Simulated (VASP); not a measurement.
# ZrBr (R-3m) in VASP: single point with LDA

Aim: the single point of ZrBr with LDA.

All numbers are computed with VASP 6.6.1; they aren't measurements. Logs are shortened: lines on timing, memory, paths and dates and some standing lists are left out, and cuts for length are marked.

## Step 1: The cell of the first run

It takes space group R-3m (No. 166, trigonal). Conventional cell: a = 3.503 Å, b = 3.503 Å, c = 28.071 Å, α = 90.00°, β = 90.00°, γ = 120.00°. Within 3.6 Å of Zr (site symmetry 3m) lie 3 Br at 2.74 Å and 9 Zr at 3.13 to 3.50 Å. Within 3.6 Å of Br (site symmetry 3m) lie 3 Zr at 2.74 Å and 6 Br at 3.50 Å.

## Step 2: Single point, LDA

Input file INCAR:

```
ALGO     = Normal         # electronic algorithm
EDIFF    = 1E-7           # SCF threshold, eV
ENCUT    = 520            # plane-wave cutoff, eV
ISIF     = 2              # what is computed and relaxed
ISMEAR   = 0              # smearing method
LASPH    = T              # aspherical terms in the spheres
LCHARG   = F              # write CHGCAR
LREAL    = F              # projectors in reciprocal space
LWAVE    = F              # write WAVECAR
NBANDS   = 27             # bands
NELM     = 100            # most SCF steps
PREC     = Accurate       # precision mode
SIGMA    = 0.15           # smearing width, eV
```

Input file KPOINTS:

```
k-points
0
Gamma
  15 15 15
```

Input file POSCAR:

```
ZrBr
1.0
    1.7515513874      1.0112586650      9.3570000000
   -1.7515513874      1.0112586650      9.3570000000
    0.0000000000     -2.0225173300      9.3570000000
Zr Br
2 2
Direct
    0.2092000000      0.2092000000      0.2092000000
    0.7908000000      0.7908000000      0.7908000000
    0.3917000000      0.3917000000      0.3917000000
    0.6083000000      0.6083000000      0.6083000000
```

Potentials or basis: VASP PAW LDA potentials, release 64 (Zr_sv, Br).

Launch:

```sh
$ cat potpaw_LDA.64/Zr_sv/POTCAR potpaw_LDA.64/Br/POTCAR > POTCAR
$ mpirun -np 1 vasp_std > vasp.out
```

OUTCAR:

```text
EDIFF = 1E-7
   ENCUT = 520
   ISIF = 2
   ISMEAR = 0
   LASPH = T
   LREAL = F
   NELM = 100
   PREC = Accurate

 ion  position               nearest neighbor table
   1  0.209  0.209  0.209-   4 2.74   4 2.74   4 2.74   2 3.13   2 3.13   2 3.13
   2  0.791  0.791  0.791-   3 2.74   3 2.74   3 2.74   1 3.13   1 3.13   1 3.13
   3  0.392  0.392  0.392-   2 2.74   2 2.74   2 2.74
   4  0.608  0.608  0.608-   1 2.74   1 2.74   1 2.74

  LATTYP: Found a trigonal (rhomboedric) cell.
 ALAT       =     9.5730886004
 COS(alpha) =     0.9330467589

  Lattice vectors:

 A1 = (   1.7515513874,   1.0112586650,   9.3570000000)
 A2 = (  -1.7515513874,   1.0112586650,   9.3570000000)
 A3 = (   0.0000000000,  -2.0225173300,   9.3570000000)

Analysis of symmetry for initial positions (statically):
=====================================================================
 Subroutine PRICEL returns:
 Original cell was already a primitive cell.

 Routine SETGRP: Setting up the symmetry group for a
 trigonal (rhombohedral) supercell.

 Subroutine GETGRP returns: Found 12 space group operations
 (whereof 12 operations were pure point group operations)
 out of a pool of 12 trial point group operations.

The static configuration has the point symmetry D_3d.

Analysis of symmetry for dynamics (positions and initial velocities):
=====================================================================
 Subroutine PRICEL returns:
 Original cell was already a primitive cell.

 Routine SETGRP: Setting up the symmetry group for a
 trigonal (rhombohedral) supercell.

 Subroutine GETGRP returns: Found 12 space group operations
 (whereof 12 operations were pure point group operations)
 out of a pool of 12 trial point group operations.

The dynamic configuration has the point symmetry D_3d.

 Subroutine INISYM returns: Found 12 space group operations
 (whereof 12 operations are pure point group operations),
 and found     1 'primitive' translations

----------------------------------------------------------------------------------------

                                     Primitive cell

  volume of cell :      99.4427

  direct lattice vectors                    reciprocal lattice vectors
     1.751551387  1.011258665  9.357000000     0.285461222  0.164811114  0.035623954
    -1.751551387  1.011258665  9.357000000    -0.285461222  0.164811114  0.035623954
     0.000000000 -2.022517330  9.357000000     0.000000000 -0.329622227  0.035623954

  length of vectors
     9.573088600  9.573088600  9.573088600     0.331541670  0.331541670  0.331541670

  position of ions in fractional coordinates (direct lattice)
     0.209200000  0.209200000  0.209200000
     0.790800000  0.790800000  0.790800000
     0.391700000  0.391700000  0.391700000
     0.608300000  0.608300000  0.608300000

  ion indices of the primitive-cell ions
   primitive index   ion index
                 1           1
                 2           2
                 3           3
                 4           4

----------------------------------------------------------------------------------------

 KPOINTS: k-points

Automatic generation of k-mesh.
 Grid dimensions read from file:
 generate k-points for:   15   15   15

 Generating k-lattice:

  Cartesian coordinates                     Fractional coordinates (reciprocal lattice)
     0.019030748  0.010987408  0.002374930     0.066666667  0.000000000  0.000000000
    -0.019030748  0.010987408  0.002374930     0.000000000  0.066666667  0.000000000
     0.000000000 -0.021974815  0.002374930     0.000000000  0.000000000  0.066666667

  Length of vectors
     0.022102778  0.022102778  0.022102778

  Shift w.r.t. Gamma in fractional coordinates (k-lattice)
     0.000000000  0.000000000  0.000000000

 Subroutine IBZKPT returns following result:
 ===========================================

 Found    344 irreducible k-points:

 Following reciprocal coordinates:
            Coordinates               Weight
  0.000000  0.000000  0.000000      1.000000
  0.066667 -0.000000 -0.000000      6.000000
  0.133333 -0.000000  0.000000      6.000000
  0.200000 -0.000000  0.000000      6.000000
  0.266667 -0.000000  0.000000      6.000000
  0.333333 -0.000000 -0.000000      6.000000
[... 16 lines left out ...]
  0.133333  0.133333  0.000000      6.000000
  0.200000  0.133333 -0.000000     12.000000
 [... further k-points ...]
   k-points           NKPTS =    344   k-points in BZ     NKDIM =    344   number of bands    NBANDS=     27
   number of dos      NEDOS =    301   number of ions     NIONS =      4
   total plane-waves  NPLWV = 373248
   dimension x,y,z NGX =    72 NGY =   72 NGZ =   72
   dimension x,y,z NGXF=   144 NGYF=  144 NGZF=  144
   ions per type =               2   2
   NGX,Y,Z   is equivalent  to a cutoff of  12.50, 12.50, 12.50 a.u.
   NGXF,Y,Z  is equivalent  to a cutoff of  25.01, 25.01, 25.01 a.u.
 SYSTEM =  unknown system
   PREC   = accura    normal or accurate (medium, high low for compatibility)
   ISTART =      0    job   : 0-new  1-cont  2-samecut
   ICHARG =      2    charge: 1-file 2-atom 10-const
   ISPIN  =      1    spin polarized calculation?
   LNONCOLLINEAR =      F non collinear calculations
   LSORBIT =      F    spin-orbit coupling
   LASPH  =      T    aspherical Exc in radial PAW
   ENCUT  =  520.0 eV  38.22 Ry    6.18 a.u.  17.80 17.80 17.80*2*pi/ulx,y,z
   NELM   =    100;   NELMIN=  2; NELMDL= -5     # of ELM steps
   EDIFF  = 0.1E-06   stopping-criterion for ELM
   LREAL  =      F    real-space projection
   EDIFFG = 0.1E-05   stopping-criterion for IOM
   NSW    =      0    number of steps for IOM
   IBRION =     -1    ionic relax: 0-MD 1-quasi-New 2-CG
   NFREE  =      0    steps in history (QN), initial steepest desc. (CG)
   ISIF   =      2    stress and relaxation
   ISYM   =      2    0-nonsym 1-usesym 2-fastsym
   POTIM  = 0.5000    time-step for ionic-motion
   TEBEG  =    0.0;   TEEND  =   0.0 temperature during run
   PSTRESS=    0.0 pullay stress
   NELECT =      38.0000    total number of electrons
   NUPDOWN=      -1.0000    fix difference up-down
   EMIN   =  10.00;   EMAX   =-10.00  energy-range for DOS
   EFERMI =   0.00;   METHOD = LEGACY
   ISMEAR =     0;   SIGMA  =   0.15  broadening in eV -4-tet -1-fermi 0-gaus
   EFERMI_NEDOS =   21; number of points for ismear=-14 and -15
   IALGO  =     38    algorithm
   IMIX   =      4    mixing-type and parameters
     AMIX     =   0.40;   BMIX     =  1.00
     AMIX_MAG =   1.60;   BMIX_MAG =  1.00
  volume/ion in A,a.u.               =      24.86       167.77
  Fermi-wavevector in a.u.,A,eV,Ry     =   1.187987  2.244970 19.202081  1.411313
  Thomas-Fermi vector in A             =   2.324126
   LORBIT       =      0    0 simple, 1 ext, 2 COOP (PROOUT), +10 PAW based schemes
   GGA     = CA    functional components
   LHFCALC =     F    Hartree Fock is set to
   AEXX    =    0.0000 exact exchange contribution
   IVDW    =     0    specifies the selected vdW correction
   LEPSILON=     F    determine dielectric tensor
   LRPA    =     F    only Hartree local field effects (RPA)
 non-spin polarized calculation
 Gauss-broadening in eV      SIGMA  =   0.15
  energy-cutoff  :      520.00
  volume of cell :       99.44
 maximum number of plane-waves:      2735
   NGX = 35   NGY = 35   NGZ = 35

 number of electron      38.0000000 magnetization

 Free energy of the ion-electron system (eV)
  ---------------------------------------------------
  ext. energy  EPLUGINS =         0.00000000
  ---------------------------------------------------
  free energy    TOTEN  =       -27.04032363 eV

  energy without entropy =      -27.02903911  energy(sigma->0) =      -27.03468137

 E-fermi :   6.6200     XC(G=0): -10.2515

 val. band max:        6.6180813642   @ k =  -0.3333   0.1333   0.1333
 cond. band min:       6.6210704681   @ k =  -0.4000  -0.4000   0.1333
 fundamental gap:      0.0029891038
 Fermi energy:         6.6199744063

 k-point     1 :       0.0000    0.0000    0.0000
  band No.  band energies     occupation
      1     -42.6188      2.00000
      2     -42.5303      2.00000
      3     -21.1068      2.00000
      4     -20.6375      2.00000
      5     -20.6094      2.00000
      6     -20.6094      2.00000
[... 19 lines left out ...]
     26       9.7261      0.00000
     27       9.7264      0.00000

 k-point     2 :       0.0667   -0.0000   -0.0000
  band No.  band energies     occupation
      1     -42.6165      2.00000
      2     -42.5297      2.00000
      3     -21.1003      2.00000
      4     -20.6749      2.00000
      5     -20.6145      2.00000
      6     -20.5881      2.00000
[... 19 lines left out ...]
     26       9.4780      0.00000
     27       9.7702      0.00000

 k-point     3 :       0.1333   -0.0000    0.0000
  band No.  band energies     occupation
      1     -42.6100      2.00000
      2     -42.5283      2.00000
      3     -21.0822      2.00000
      4     -20.7369      2.00000
      5     -20.6288      2.00000
      6     -20.5777      2.00000
[... 19 lines left out ...]
     26       9.3852      0.00000
     27       9.8789      0.00000

 k-point     4 :       0.2000   -0.0000    0.0000
  band No.  band energies     occupation
      1     -42.6002      2.00000
      2     -42.5265      2.00000
      3     -21.0568      2.00000
      4     -20.8088      2.00000
      5     -20.6491      2.00000
      6     -20.6222      2.00000
[... 19 lines left out ...]
     26       9.6889      0.00000
     27      10.0040      0.00000
[... 516 lines left out ...]
      4     -20.7182      2.00000
      5     -20.6274      2.00000
      6     -20.5739      2.00000
[... 19 lines left out ...]
     26       9.4412      0.00000
     27       9.7923      0.00000

 k-point    23 :       0.1333    0.1333    0.0000
  band No.  band energies     occupation
      1     -42.6100      2.00000
      2     -42.5283      2.00000
      3     -21.0822      2.00000
      4     -20.7369      2.00000
      5     -20.6288      2.00000
      6     -20.5777      2.00000
[... 19 lines left out ...]
     26       9.5267      0.00000
     27       9.8711      0.00000

 k-point    24 :       0.2000    0.1333   -0.0000
  band No.  band energies     occupation
      1     -42.6040      2.00000
      2     -42.5271      2.00000
      3     -21.0661      2.00000
      4     -20.7798      2.00000
      5     -20.6551      2.00000
      6     -20.5849      2.00000
[... 19 lines left out ...]
     26       9.7977      0.00000
     27       9.8583      0.00000

 [... further k-points ...]
[... 5 lines left out ...]
  --------------------------------------------------------------------------------------
  -------------------------------------------------------------------------------------
  Total       -1.9689909     -1.9689909     -1.8702977      0.0000000      0.0000000      0.0000000
  in kB      -31.7235125    -31.7235125    -30.1334118      0.0000000      0.0000000      0.0000000
  external PRESSURE =     -31.1934790 kB  Pullay stress =       0.0000000 kB

 VOLUME and BASIS-vectors are now :
 -----------------------------------------------------------------------------
  energy-cutoff  :      520.00
  volume of cell :       99.44
      direct lattice vectors                 reciprocal lattice vectors
     1.751551387  1.011258665  9.357000000     0.285461222  0.164811114  0.035623954
    -1.751551387  1.011258665  9.357000000    -0.285461222  0.164811114  0.035623954
     0.000000000 -2.022517330  9.357000000     0.000000000 -0.329622227  0.035623954

 POSITION                                       TOTAL-FORCE (eV/Angst)
 -----------------------------------------------------------------------------------
      0.00000      0.00000      5.87245         0.000000     -0.000000     -0.395796
      0.00000      0.00000     22.19855         0.000000      0.000000      0.395796
      0.00000      0.00000     10.99541         0.000000     -0.000000      0.099742
      0.00000      0.00000     17.07559         0.000000      0.000000     -0.099742
 -----------------------------------------------------------------------------------
    total drift:                                0.000000     -0.000000      0.000000

  FREE ENERGIE OF THE ION-ELECTRON SYSTEM (eV)
  ---------------------------------------------------
  free  energy   TOTEN  =       -27.0403236267 eV

  energy  without entropy=      -27.0290391056  energy(sigma->0) =      -27.03468137
```

Wall time 59 min (1 thread of Intel Xeon 6975P-C (Granite Rapids), shared host); peak memory 1.1 GiB.

What came out:

```yaml
Free_energy: -27.0403 eV
Pressure: -3.1 GPa
Largest_force: 0.396 eV/Å
Band_gap_on_the_k_mesh: zero (band 19 reaches 6.88 eV, above the bottom of band 20 at 6.61 eV)
```

Forces on the atoms (eV/Å):
```
Zr   0.000  0.000 -0.396
Zr   0.000  0.000  0.396
Br   0.000  0.000  0.100
Br   0.000  0.000 -0.100
```
